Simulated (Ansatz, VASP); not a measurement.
**Two plane-wave programs on Ta4Ge3**

File INCAR:

```
SYSTEM = Ta4Ge3
PREC = Accurate
ENCUT = 520
EDIFF = 1E-6
ISMEAR = 0
SIGMA = 0.2
LREAL = .False.
LASPH = .True.
NELM = 80
ALGO = Fast
ISIF = 2
LWAVE = .False.
LCHARG = .False.
GGA = PE
NBANDS = 99
```

Contents of KPOINTS:

```
regular mesh
0
Gamma
  4 4 4
  0 0 0
```

POSCAR

```
Ta4Ge3
1.0
   -3.9244075828      3.9244075828      3.9244075828
    3.9244075828     -3.9244075828      3.9244075828
    3.9244075828      3.9244075828     -3.9244075828
Ta Ge
8 6
Direct
    0.8405289578      0.5000000000      0.0000000000
    0.5000000000      1.0000000000      0.3405289578
    0.5000000000      1.0000000000      0.8405289578
    0.0000000000      0.3405289578      0.5000000000
    0.6594710422      0.6594710422      0.6594710422
    0.0000000000      0.8405289578      0.5000000000
    0.3405289578      0.5000000000      0.0000000000
    0.1594710422      0.1594710422      0.1594710422
    0.1250000000      0.7500000000      0.8750000000
    0.8750000000      0.1250000000      0.7500000000
    0.7500000000      0.8750000000      0.1250000000
    0.2500000000      0.6250000000      0.3750000000
    0.6250000000      0.3750000000      0.2500000000
    0.3750000000      0.2500000000      0.6250000000
```

Input for Ansatz:

```yaml
crystal:
  lattice:
    - [-3.9244075828, 3.9244075828, 3.9244075828]
    - [3.9244075828, -3.9244075828, 3.9244075828]
    - [3.9244075828, 3.9244075828, -3.9244075828]
  atoms:
    - { symbol: Ta, position: [0.8405289578, 0.5, 0.0] }
    - { symbol: Ta, position: [0.5, 1.0, 0.3405289578] }
    - { symbol: Ta, position: [0.5, 1.0, 0.8405289578] }
    - { symbol: Ta, position: [0.0, 0.3405289578, 0.5] }
    - { symbol: Ta, position: [0.6594710422, 0.6594710422, 0.6594710422] }
    - { symbol: Ta, position: [0.0, 0.8405289578, 0.5] }
    - { symbol: Ta, position: [0.3405289578, 0.5, 0.0] }
    - { symbol: Ta, position: [0.1594710422, 0.1594710422, 0.1594710422] }
    - { symbol: Ge, position: [0.125, 0.75, 0.875] }
    - { symbol: Ge, position: [0.875, 0.125, 0.75] }
    - { symbol: Ge, position: [0.75, 0.875, 0.125] }
    - { symbol: Ge, position: [0.25, 0.625, 0.375] }
    - { symbol: Ge, position: [0.625, 0.375, 0.25] }
    - { symbol: Ge, position: [0.375, 0.25, 0.625] }
basis:
  ecutwfc: 420
kpoints:
  mp_grid: { grid: [4, 4, 4] }
hamiltonian:
  xc: pbe
scf:
  occupations: { method: gaussian, width: 0.2 }
  lower_state_search: "off"
output:
  forces: true
  stress: true
  eigenvalues: true
```

Alike in both runs: task single point; functional PBE; k mesh 4 × 4 × 4; occupations gaussian, width 0.2 eV; no spin polarisation.

|  | VASP | Ansatz |
| --- | --- | --- |
| version | VASP 6.6.1 | Ansatz 0.2.0 |
| potentials or method | VASP PAW PBE potentials, release 64 (Ta_pv, Ge_d), cutoff 520 eV | scalar-relativistic, plane waves, PAW |
| valence electrons in the cell | 172 | 188 |

```tsv
	VASP	Ansatz	Ansatz less VASP
gap on the k mesh at the Fermi level (eV)	none	none	-
pressure (GPa)	0.2	0.1	-0.17
rms of the force components (eV/Å)	0.010	0.013	+0.0027
```

Atom by atom the forces differ by 0.003 eV/Å (rms over components). A gap of «none» marks a metal or a gap that the smearing closes. With one functional, cell and mesh, what is left measures potentials, basis and numerics. VASP's potentials hold 172 valence electrons a cell and Ansatz's 188, so a difference there can come from the potentials and not from the codes.

Neither program's run includes spin-orbit coupling.
